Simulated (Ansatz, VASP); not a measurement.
Sr in VASP and in Ansatz

Contents of INCAR:

```
  PREC = Accurate
  ENCUT = 520
  EDIFF = 1E-7
  ISMEAR = -1
  SIGMA = 0.1
  LREAL = False
  LASPH = True
  NELM = 100
  ALGO = Normal
  ISIF = 2
  LWAVE = False
  LCHARG = False
  GGA = PS
  NBANDS = 17
```

File KPOINTS:

```
regular mesh
0
Gamma
  10 10 7
```

Contents of POSCAR:

```
Sr
1.0
   -3.4932349883      3.4951065301      1.8837132953
    3.4951065301     -3.4932349883      1.8837132953
    3.4965526998      3.4965526998     -1.8802855631
Sr
2
Direct
    0.0001063795      0.9998936205      1.0000000000
    0.7498936205      0.2501063795      0.5000000000
```

Input for Ansatz:

```yaml
crystal:
  lattice:
    - [-3.4932349883, 3.4951065301, 1.8837132953]
    - [3.4951065301, -3.4932349883, 1.8837132953]
    - [3.4965526998, 3.4965526998, -1.8802855631]
  atoms:
    - { symbol: Sr, position: [0.0001063795, 0.9998936205, 1.0] }
    - { symbol: Sr, position: [0.7498936205, 0.2501063795, 0.5] }
hamiltonian:
  xc: pbesol
  pseudopotentials:
    kind: paw
    azcp:
      Sr: "pseudopotentials/Sr.paw.azcp"
basis:
  ecutwfc: 420
  fft_grid_basis: typed
kpoints:
  mp_grid: { grid: [10, 10, 7], shift: [0, 0, 0] }
magnetization:
  spin_polarized: false
scf:
  occupations: { method: fermi_dirac, width: 0.1 }
  lower_state_search: "off"
output:
  stress: true
```

Alike in both runs: task single point; functional PBEsol; k mesh 10 × 10 × 7; occupations fermi-dirac, width 0.1 eV; no spin polarisation.

|  | VASP | Ansatz |
| --- | --- | --- |
| version | VASP 6.6.1 | Ansatz 0.2.0 |
| potentials or method | VASP PAW PBE potentials, release 64 (Sr_sv), cutoff 520 eV | plane waves (420 eV) with PAW, scalar-relativistic |
| valence electrons in the cell | 20 | 20 |

|  | VASP | Ansatz | Ansatz less VASP |
| --- | --- | --- | --- |
| pressure (GPa) | 1.3 | 1.3 | -0.01 |
| traceless stress, the component that is largest in VASP (GPa) | 0.07 | 0.07 | +0.002 |

VASP's potentials were made for PBE, not for PBEsol, and Ansatz warns of the same on its side. The functional is the same, so the differences come from potentials, cutoffs and numerics.
